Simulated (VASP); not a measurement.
# AlN: single point with r2SCAN

AlN:

```xyz
12
Lattice="2.1840 -2.1840 0.0000 2.1840 0.0000 -2.1840 10.1918 8.0080 8.0080" Properties=species:S:1:pos:R:3 pbc="T T T"
Al    3.4577   -0.9103   -0.9103
Al    7.8257    7.8257    7.8257
Al    3.4577    1.2737    1.2737
Al    7.8257    3.4577    3.4577
Al    3.4577    3.4577    3.4577
Al    7.8257    5.6417    5.6417
N     6.7337    2.3657    2.3657
N     6.7337    0.1817    0.1817
N     6.7337    4.5497    4.5497
N    11.1017    6.7337    6.7337
N     6.7337    6.7337    6.7337
N     2.3657    0.1817    0.1817
```

```json
{
 "Program": "VASP 6.6.1",
 "Task": "single point",
 "Functional": "r2SCAN",
 "Potentials or basis": "VASP PAW PBE potentials, release 64 (Al, N)",
 "Cutoff": "520 eV",
 "k mesh": "8 × 8 × 2",
 "Occupations": "gaussian, width 0.05 eV",
 "Spin": "no spin polarisation"
}
```

* Pressure: 0.0 GPa
* Largest force: 1.938 eV/Å
* Band gap on the k mesh: 2.99 eV (least direct gap 3.05 eV)

Forces in eV/Å, atoms in the order of the input:
```
Al   0.473  0.473  0.473
Al  -1.119 -1.119 -1.119
Al   0.172  0.173  0.173
Al   0.032  0.032  0.032
Al   0.030  0.030  0.030
Al   0.039  0.039  0.039
N   -0.028 -0.028 -0.028
N   -0.019 -0.019 -0.019
N   -0.030 -0.030 -0.030
N   -0.290 -0.291 -0.291
N   -0.060 -0.060 -0.060
N    0.800  0.801  0.801
```

Stress tensor (GPa, compression positive):
```
0.00 4.88 4.88
4.88 0.01 4.88
4.88 4.88 0.01
```

Levels at points of the mesh, in eV from the valence-band top:
```tsv
k point	band 21	band 22	band 23	band 24	band 25	band 26	band 27	band 28
(0.00, 0.00, 0.00)	-0.57	-0.50	-0.50	-0.18	3.47	5.13	5.76	7.01
(0.50, 0.00, 0.00)	-1.56	-1.21	-1.08	-0.06	2.99	4.02	4.65	5.78
(0.50, 0.50, 0.00)	-1.40	-1.29	-1.02	-0.10	3.12	3.72	4.82	5.88
(0.00, 0.00, 0.50)	-0.63	-0.58	-0.48	-0.48	3.60	4.86	6.16	6.58
(0.50, 0.00, 0.50)	-1.40	-1.29	-1.02	-0.10	3.12	3.72	4.82	5.88
(0.50, 0.50, 0.50)	-1.56	-1.21	-1.08	-0.06	2.99	4.02	4.65	5.78
```

Wall time 22 min on 1 thread of Oxide Virtual Turin-like Processor, with other jobs on the host, peak memory 0.32 GiB.

Caveat: the PAW data sets were made with another functional, which shifts forces and pressure a little. A k mesh can miss the band edges.
